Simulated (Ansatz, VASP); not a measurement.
# One calculation of LiGeN, two programs

POSCAR

```
LiGeN
1.0
    3.1438903454      0.0000000000      0.0000000000
   -1.5719451727      2.7226889059      0.0000000000
    0.0000000000      0.0000000000      9.3530577756
Li Ge N
2 2 2
Direct
    0.6666666667      0.3333333333      0.7414137247
    0.3333333333      0.6666666667      0.2414137247
    0.0000000000      0.0000000000      0.5008122045
    0.0000000000      0.0000000000      1.0008122045
    0.3333333333      0.6666666667      0.6024120708
    0.6666666667      0.3333333333      0.1024120708
```

The input INCAR.step1:

```
  PREC = Accurate
  ENCUT = 520
  ISMEAR = 0
  SIGMA = 0.01
  LREAL = False
  LASPH = True
  NELM = 80
  NBANDS = 31
  GGA = PE
  ALGO = Normal
  EDIFF = 1E-4
  LWAVE = True
  LCHARG = False
```

File INCAR.step2:

```
  PREC = Accurate
  ENCUT = 520
  EDIFF = 1E-6
  ISMEAR = 0
  SIGMA = 0.01
  LREAL = False
  LASPH = True
  NELM = 80
  ALGO = Normal
  ISIF = 2
  LWAVE = False
  LCHARG = False
  METAGGA = R2SCAN
  LMIXTAU = True
  NBANDS = 31
  ISTART = 1
```

File KPOINTS:

```
regular mesh
0
Gamma
  12 12 4
```

Input for Ansatz:

```yaml
crystal:
  lattice:
    - [3.1438903454, 0.0, 0.0]
    - [-1.5719451727, 2.7226889059, 0.0]
    - [0.0, 0.0, 9.3530577756]
  atoms:
    - { symbol: Li, position: [0.6666666667, 0.3333333333, 0.7414137247] }
    - { symbol: Li, position: [0.3333333333, 0.6666666667, 0.2414137247] }
    - { symbol: Ge, position: [0.0, 0.0, 0.5008122045] }
    - { symbol: Ge, position: [0.0, 0.0, 1.0008122045] }
    - { symbol: "N", position: [0.3333333333, 0.6666666667, 0.6024120708] }
    - { symbol: "N", position: [0.6666666667, 0.3333333333, 0.1024120708] }
kpoints:
  mp_grid: { grid: [12, 12, 4] }
  band_path:
    path:
      - [0.0, 0.0, 0.0]
      - [0.5, 0.0, 0.0]
      - [0.3333333333, 0.3333333333, 0.0]
      - [0.0, 0.0, 0.5]
      - [0.5, 0.0, 0.5]
      - [0.3333333333, 0.3333333333, 0.5]
      - [0.45, 0.0, 0.0]
      - [-0.114583, 0.229167, 0.0]
      - [0.0, 0.5, 0.0]
    npoints: 1
hamiltonian:
  xc: r2scan
scf:
  occupations: { method: fixed }
  n_extra_bands: 5
output:
  forces: true
  stress: true
  eigenvalues: true
```

Change from the starting cell: biaxial_xy strain +5.2%.

Alike in both runs: task single point; functional r2SCAN; k mesh 12 × 12 × 4; no spin polarisation.

|  | VASP | Ansatz |
| --- | --- | --- |
| version | VASP 6.6.1 | Ansatz 0.2.0 |
| potentials or method | VASP PAW PBE potentials, release 64 (Li_sv, Ge_d, N) | plane waves, PAW |
| plane-wave cutoff (eV) | 520 | 500 |
| occupations | gaussian, width 0.01 eV | fixed |
| valence electrons in the cell | 44 | 44 |

|  | VASP | Ansatz | Ansatz less VASP |
| --- | --- | --- | --- |
| gap on the k mesh at the Fermi level (eV) | 1.44 | 1.43 | -0.010 |
| rms of the force components (eV/Å) | 0.030 | 0.000 | -0.0295 |

VASP's potentials were made for PBE, not for r2SCAN. Atom by atom the forces differ by 0.030 eV/Å (rms over components).

Noted on VASP's run: the cutoff is short for stress, so the pressure is rough.
